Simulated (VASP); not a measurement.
## AlRu (rocksalt type): single point with LDA

Crystal: AlRu (rocksalt type).

```
Ru Al
1.0
     0.00000    2.44489    2.44489
     2.44489    0.00000    2.44489
     2.44489    2.44489    0.00000
Ru Al
1 1
Direct
  0.00000 0.00000 0.00000
  0.50000 0.50000 0.50000
```

| Item | Value |
| --- | --- |
| Program | VASP 6.6.1 |
| Task | single point |
| Functional | LDA |
| Potentials or basis | VASP PAW LDA potentials, release 64 (Ru_pv, Al) |
| Cutoff | 520 eV |
| k mesh | 14 × 14 × 14 |
| Occupations | fermi-dirac, width 0.05 eV |
| Spin | no spin polarisation |
| Dipole correction | no |
| Further INCAR settings | ALGO = Normal; EDIFF = 1e-07; NBANDS = 16 |

```
Pressure : 0.4 GPa
```

Levels at points of the mesh, in eV from the Fermi level:
| k point | band 6 | band 7 | band 8 | band 9 | band 10 | band 11 | band 12 | band 13 |
| --- | --- | --- | --- | --- | --- | --- | --- | --- |
| (0.00, 0.00, 0.00) | -2.18 | -2.18 | -1.82 | -1.82 | 6.79 | 6.79 | 6.79 | 10.18 |
| (0.50, 0.00, 0.00) | -3.00 | -3.00 | -0.34 | -0.34 | 1.41 | 7.49 | 8.12 | 8.12 |
| (0.50, 0.50, 0.00) | -2.52 | -1.02 | 0.10 | 0.10 | 2.33 | 2.51 | 2.51 | 9.10 |

It took 21 s on 1 thread of Intel(R) Xeon(R) 6975P-C (Granite Rapids), with other jobs on the host, peak memory 0.17 GiB.
